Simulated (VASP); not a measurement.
# Cu2As3 (P-3m1) in VASP: single point with PBE

Aim: the single point of Cu2As3 with PBE.

All numbers are computed with VASP 6.6.1; they aren't measurements. Logs are shortened: lines on timing, memory, paths and dates and some standing lists are left out, and cuts for length are marked.

## 1. The cell of the first run

Symmetry: P-3m1, No. 164, trigonal system. The conventional cell has a = 4.021 Å, b = 4.021 Å, c = 6.242 Å, α = 90.00°, β = 90.00°, γ = 120.00°. Within 3.3 Å of Cu (site symmetry 3m) lie 7 As at 2.50 to 2.68 Å. As (site symmetry -3m) has 6 Cu at 2.67 Å and 6 As at 3.22 Å within 3.5 Å. Within 3.3 Å of As (site symmetry 3m) lie 4 Cu at 2.50 to 2.68 Å and 6 As at 2.92 to 3.22 Å.

## 2. Single point, PBE

Contents of INCAR:

```
PREC     = Accurate       # precision mode
ENCUT    = 520            # plane-wave cutoff, eV
EDIFF    = 1E-6           # SCF threshold, eV
ISMEAR   = 0              # smearing method
SIGMA    = 0.1            # smearing width, eV
LREAL    = False          # projectors in reciprocal space
LASPH    = True           # aspherical terms in the spheres
NELM     = 100            # most SCF steps
ALGO     = Normal         # electronic algorithm
ISIF     = 2              # what is computed and relaxed
LWAVE    = False          # write WAVECAR
LCHARG   = False          # write CHGCAR
GGA      = PE             # functional
NBANDS   = 26             # bands
```

Contents of KPOINTS:

```
regular mesh
0
Gamma
  12 12 6
```

Contents of POSCAR:

```
Cu2As3
1.0
    4.0209038210      0.0000000000      0.0000000000
   -2.0104519105      3.4822048552      0.0000000000
    0.0000000000      0.0000000000      6.2422280476
Cu As
2 3
Direct
    0.3333333333      0.6666666667      0.7882634023
    0.6666666667      0.3333333333      0.2117365977
    0.0000000000      0.0000000000      0.0000000000
    0.3333333333      0.6666666667      0.3583455312
    0.6666666667      0.3333333333      0.6416544688
```

Potentials or basis: VASP PAW PBE potentials, release 64 (Cu, As).

Started as:

```sh
> cat potpaw_PBE.64/Cu/POTCAR potpaw_PBE.64/As/POTCAR > POTCAR
> mpirun -np 1 vasp_std > vasp.out
```

OUTCAR:

```text
PREC = Accurate
   ENCUT = 520
   EDIFF = 1E-6
   ISMEAR = 0
   LREAL = False
   LASPH = True
   NELM = 100
   ISIF = 2
   GGA = PE

 ion  position               nearest neighbor table
   1  0.333  0.667  0.788-   5 2.50   5 2.50   5 2.50   3 2.67   3 2.67   3 2.67   4 2.68
   2  0.667  0.333  0.212-   4 2.50   4 2.50   4 2.50   3 2.67   3 2.67   3 2.67   5 2.68
   3  0.000  0.000  0.000-   1 2.67   2 2.67   2 2.67   1 2.67   2 2.67   1 2.67
   4  0.333  0.667  0.358-   2 2.50   2 2.50   2 2.50   1 2.68   5 2.92   5 2.92   5 2.92
   5  0.667  0.333  0.642-   1 2.50   1 2.50   1 2.50   2 2.68   4 2.92   4 2.92   4 2.92

  LATTYP: Found a hexagonal cell.
 ALAT       =     4.0209038210
 C/A-ratio  =     1.5524440090

  Lattice vectors:

 A1 = (   4.0209038210,   0.0000000000,   0.0000000000)
 A2 = (  -2.0104519105,   3.4822048552,   0.0000000000)
 A3 = (   0.0000000000,   0.0000000000,   6.2422280476)

Analysis of symmetry for initial positions (statically):
=====================================================================
 Subroutine PRICEL returns:
 Original cell was already a primitive cell.

 Routine SETGRP: Setting up the symmetry group for a
 hexagonal supercell.

 Subroutine GETGRP returns: Found 12 space group operations
 (whereof 12 operations were pure point group operations)
 out of a pool of 24 trial point group operations.

The static configuration has the point symmetry D_3d.

Analysis of symmetry for dynamics (positions and initial velocities):
=====================================================================
 Subroutine PRICEL returns:
 Original cell was already a primitive cell.

 Routine SETGRP: Setting up the symmetry group for a
 hexagonal supercell.

 Subroutine GETGRP returns: Found 12 space group operations
 (whereof 12 operations were pure point group operations)
 out of a pool of 24 trial point group operations.

The dynamic configuration has the point symmetry D_3d.

 Subroutine INISYM returns: Found 12 space group operations
 (whereof 12 operations are pure point group operations),
 and found     1 'primitive' translations

----------------------------------------------------------------------------------------

                                     Primitive cell

[... 89 lines left out ...]
   ICHARG =      2    charge: 1-file 2-atom 10-const
   ISPIN  =      1    spin polarized calculation?
   LNONCOLLINEAR =      F non collinear calculations
   LSORBIT =      F    spin-orbit coupling
   LASPH  =      T    aspherical Exc in radial PAW
   ENCUT  =  520.0 eV  38.22 Ry    6.18 a.u.   7.48  7.48 11.61*2*pi/ulx,y,z
   NELM   =    100;   NELMIN=  2; NELMDL= -5     # of ELM steps
   EDIFF  = 0.1E-05   stopping-criterion for ELM
   LREAL  =      F    real-space projection
   EDIFFG = 0.1E-04   stopping-criterion for IOM
   NSW    =      0    number of steps for IOM
   IBRION =     -1    ionic relax: 0-MD 1-quasi-New 2-CG
   NFREE  =      0    steps in history (QN), initial steepest desc. (CG)
   ISIF   =      2    stress and relaxation
   ISYM   =      2    0-nonsym 1-usesym 2-fastsym
   POTIM  = 0.5000    time-step for ionic-motion
   TEBEG  =    0.0;   TEEND  =   0.0 temperature during run
   PSTRESS=    0.0 pullay stress
   NELECT =      37.0000    total number of electrons
   NUPDOWN=      -1.0000    fix difference up-down
   EMIN   =  10.00;   EMAX   =-10.00  energy-range for DOS
   EFERMI =   0.00;   METHOD = LEGACY
   ISMEAR =     0;   SIGMA  =   0.10  broadening in eV -4-tet -1-fermi 0-gaus
   EFERMI_NEDOS =   21; number of points for ismear=-14 and -15
   IALGO  =     38    algorithm
   IMIX   =      4    mixing-type and parameters
     AMIX     =   0.40;   BMIX     =  1.00
     AMIX_MAG =   1.60;   BMIX_MAG =  1.00
  volume/ion in A,a.u.               =      17.48       117.96
  Fermi-wavevector in a.u.,A,eV,Ry     =   1.229239  2.322924 20.558778  1.511028
  Thomas-Fermi vector in A             =   2.364133
   LORBIT       =      0    0 simple, 1 ext, 2 COOP (PROOUT), +10 PAW based schemes
   GGA     = PE    functional components
   LHFCALC =     F    Hartree Fock is set to
   AEXX    =    0.0000 exact exchange contribution
   IVDW    =     0    specifies the selected vdW correction
   LEPSILON=     F    determine dielectric tensor
   LRPA    =     F    only Hartree local field effects (RPA)
 non-spin polarized calculation
 Gauss-broadening in eV      SIGMA  =   0.10
  energy-cutoff  :      520.00
  volume of cell :       87.40
 maximum number of plane-waves:      2379
 NGX is ok and might be reduce to    30
   NGX = 15   NGY = 15   NGZ = 23

 number of electron      37.0000036 magnetization

 Free energy of the ion-electron system (eV)
  ---------------------------------------------------
  ext. energy  EPLUGINS =         0.00000000
  ---------------------------------------------------
  free energy    TOTEN  =       -20.63396586 eV

  energy without entropy =      -20.62759408  energy(sigma->0) =      -20.63077997

 E-fermi :   6.0274     XC(G=0): -10.8208

 val. band max:        5.9985138418   @ k =   0.3333   0.0000   0.0000
 cond. band min:       6.0368955193   @ k =   0.1667   0.0000   0.1667
 fundamental gap:      0.0383816775
 Fermi energy:         6.0274346280

 k-point     1 :       0.0000    0.0000    0.0000
  band No.  band energies     occupation
      1      -7.7834      2.00000
      2      -4.7818      2.00000
      3      -4.3635      2.00000
      4       1.7136      2.00000
      5       1.7136      2.00000
      6       1.8472      2.00000
[... 685 lines left out ...]
     25      11.0252      0.00000
     26      11.1049      0.00000

 [... further k-points ...]
[... 5 lines left out ...]
  --------------------------------------------------------------------------------------
  -------------------------------------------------------------------------------------
  Total        0.1501851      0.1501851      0.0936169     -0.0000000      0.0000000      0.0000000
  in kB        2.7530859      2.7530859      1.7161182     -0.0000000      0.0000000      0.0000000
  external PRESSURE =       2.4074300 kB  Pullay stress =       0.0000000 kB

 VOLUME and BASIS-vectors are now :
 -----------------------------------------------------------------------------
  energy-cutoff  :      520.00
  volume of cell :       87.40
      direct lattice vectors                 reciprocal lattice vectors
     4.020903821  0.000000000  0.000000000     0.248700303  0.143587187  0.000000000
    -2.010451911  3.482204855  0.000000000     0.000000000  0.287174374  0.000000000
     0.000000000  0.000000000  6.242228048     0.000000000  0.000000000  0.160199210

 POSITION                                       TOTAL-FORCE (eV/Angst)
 -----------------------------------------------------------------------------------
     -0.00000      2.32147      4.92052         0.000000      0.000000      0.022847
      2.01045      1.16073      1.32171         0.000000      0.000000     -0.022847
      0.00000      0.00000      0.00000         0.000000      0.000000      0.000000
     -0.00000      2.32147      2.23687        -0.000000      0.000000      0.015987
      2.01045      1.16073      4.00535        -0.000000     -0.000000     -0.015987
 -----------------------------------------------------------------------------------
    total drift:                               -0.000000      0.000000      0.000000

  FREE ENERGIE OF THE ION-ELECTRON SYSTEM (eV)
  ---------------------------------------------------
  free  energy   TOTEN  =       -20.6339658623 eV

  energy  without entropy=      -20.6275940771  energy(sigma->0) =      -20.63077997
```

OSZICAR:

```text
N       E                     dE             d eps       ncg     rms          rms(c)
DAV:   1     0.250281476129E+03    0.25028E+03   -0.15745E+04  5208   0.165E+03
DAV:   2    -0.848789163028E+00   -0.25113E+03   -0.24203E+03  5222   0.330E+02
DAV:   3    -0.226645778930E+02   -0.21816E+02   -0.20734E+02  7154   0.113E+02
DAV:   4    -0.235217497543E+02   -0.85717E+00   -0.84776E+00  6792   0.198E+01
DAV:   5    -0.235414017827E+02   -0.19652E-01   -0.19629E-01  6588   0.284E+00    0.168E+01
DAV:   6    -0.270383964061E+02   -0.34970E+01   -0.67668E+01  6034   0.214E+02    0.150E+01
DAV:   7    -0.209003683109E+02    0.61380E+01   -0.17093E+01  6340   0.103E+02    0.425E+00
DAV:   8    -0.206237239356E+02    0.27664E+00   -0.29648E+00  8052   0.391E+01    0.159E+00
DAV:   9    -0.206347685223E+02   -0.11045E-01   -0.51256E-01  7956   0.967E+00    0.269E-01
DAV:  10    -0.206366071786E+02   -0.18387E-02   -0.15901E-02  7790   0.305E+00    0.368E-01
DAV:  11    -0.206340821976E+02    0.25250E-02   -0.10813E-02  6924   0.315E+00    0.124E-01
DAV:  12    -0.206340159175E+02    0.66280E-04   -0.21683E-03  7984   0.662E-01    0.479E-02
DAV:  13    -0.206339634846E+02    0.52433E-04   -0.10130E-04  8280   0.221E-01    0.120E-02
DAV:  14    -0.206339682532E+02   -0.47686E-05   -0.69233E-05  8280   0.151E-01    0.141E-02
DAV:  15    -0.206339665699E+02    0.16833E-05   -0.90499E-06  7820   0.586E-02    0.544E-03
DAV:  16    -0.206339658623E+02    0.70762E-06   -0.22819E-06  3966   0.369E-02
   1 F= -.20633966E+02 E0= -.20630780E+02  d E =-.637179E-02
```

stdout:

```text
POSCAR found type information on POSCAR CuAs
 POSCAR found :  2 types and       5 ions
 scaLAPACK will be used
 LDA part: xc-table for (Slater+PW92), standard interpolation
 POSCAR, INCAR and KPOINTS ok, starting setup
 FFT: planning ... GRIDC
 FFT: planning ... GRID_SOFT
 FFT: planning ... GRID
 WAVECAR not read
 entering main loop
```

Run time: 5.1 min. Hardware: 1 thread of Intel Xeon Platinum 8259CL at 2.50GHz (Skylake/Cascade Lake), shared host; peak memory 0.33 GiB.

What came out:

```
Free energy   : -20.6340 eV
Pressure      : 0.2 GPa
Largest force : 0.023 eV/Å
```

Forces on the atoms (eV/Å):
```
Cu   0.000  0.000  0.023
Cu   0.000  0.000 -0.023
As   0.000  0.000  0.000
As   0.000  0.000  0.016
As   0.000  0.000 -0.016
```
